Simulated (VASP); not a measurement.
Mg13Zn11O24, 96 atoms in the cell. The typed cell holds 96 atoms: a = 9.773 Å, b = 11.290 Å, c = 10.297 Å, α = 90.00°, β = 90.00°, γ = 90.00°. 

| Item | Value |
| --- | --- |
| Program | VASP 6.6.1 |
| Task | single point |
| Functional | PBE |
| Potentials or basis | VASP PAW PBE potentials, release 64 (Zn, Mg, O) |
| Cutoff | 520 eV |
| k mesh | 1 × 1 × 1 |
| Occupations | fermi-dirac, width 0.05 eV |
| Spin | no spin polarisation |
| Dipole correction | no |
| Further INCAR settings | LREAL = Auto; ALGO = Normal; EDIFF = 1e-06; NBANDS = 356 |

Potentials or basis: VASP PAW PBE potentials, release 64 (Zn, Mg, O).

Run with:

```console
$ cat potpaw_PBE.64/Zn/POTCAR potpaw_PBE.64/Mg/POTCAR potpaw_PBE.64/O/POTCAR > POTCAR
$ mpirun -np 1 vasp_gam > vasp.out
```

Hardware: 1 thread of Intel(R) Xeon(R) Platinum 8175M CPU @ 2.50GHz (Skylake/Cascade Lake), on a shared host.

Question: How long does it take, and how much memory?

Answer: Wall time 20 min on 1 thread of Intel(R) Xeon(R) Platinum 8175M CPU @ 2.50GHz (Skylake/Cascade Lake), on a shared host, peak memory 1.1 GiB. Counts: scf iterations 21, k points 1.
